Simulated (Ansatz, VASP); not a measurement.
# Ga2O3: VASP beside Ansatz

```
Ga O
1.0
     6.06250   -1.50902    0.00402
     6.06250    1.50902    0.00402
    -1.37218    0.00000    5.58590
Ga O
4 6
Cartesian
  0.0090 0.0000 4.4422
  10.7438 0.0000 1.1517
  7.5577 0.0000 1.7608
  3.1951 0.0000 3.8331
  1.8585 0.0000 0.6128
  8.8943 0.0000 4.9812
  1.3269 0.0000 3.1417
  9.4259 0.0000 2.4522
  5.6675 0.0000 1.4324
  5.0853 0.0000 4.1615
```

Alike in both runs: functional LDA; k mesh 4 × 4 × 4; no spin polarisation.

Ansatz relaxed the structure, and its values are those at the end. VASP's run is a single point on that final structure, the one shown.

|  | VASP | Ansatz |
| --- | --- | --- |
| version | VASP 6.6.1 | Ansatz 0.2.0 |
| potentials or method | VASP PAW LDA potentials, release 64 (Ga_d, O) | scalar-relativistic, plane waves, PAW |
| plane-wave cutoff (eV) | 520 | 420 |
| occupations | gaussian, width 0.01 eV | fixed |
| valence electrons in the cell | 88 | 88 |

|  | VASP | Ansatz | Ansatz less VASP |
| --- | --- | --- | --- |
| gap on the k mesh at the Fermi level (eV) | 2.52 | 2.51 | -0.009 |
| least direct gap on the mesh (eV) | 2.53 | 2.52 | -0.011 |
| pressure (GPa) | 1.8 | 0.0 | -1.84 |
| rms of the force components (eV/Å) | 0.028 | 0.000 | -0.0280 |

LDA's correlation is that of Perdew and Zunger in VASP and of Perdew and Wang (1992) in Ansatz.

The k mesh is coarse, so the values compare programs but aren't converged.
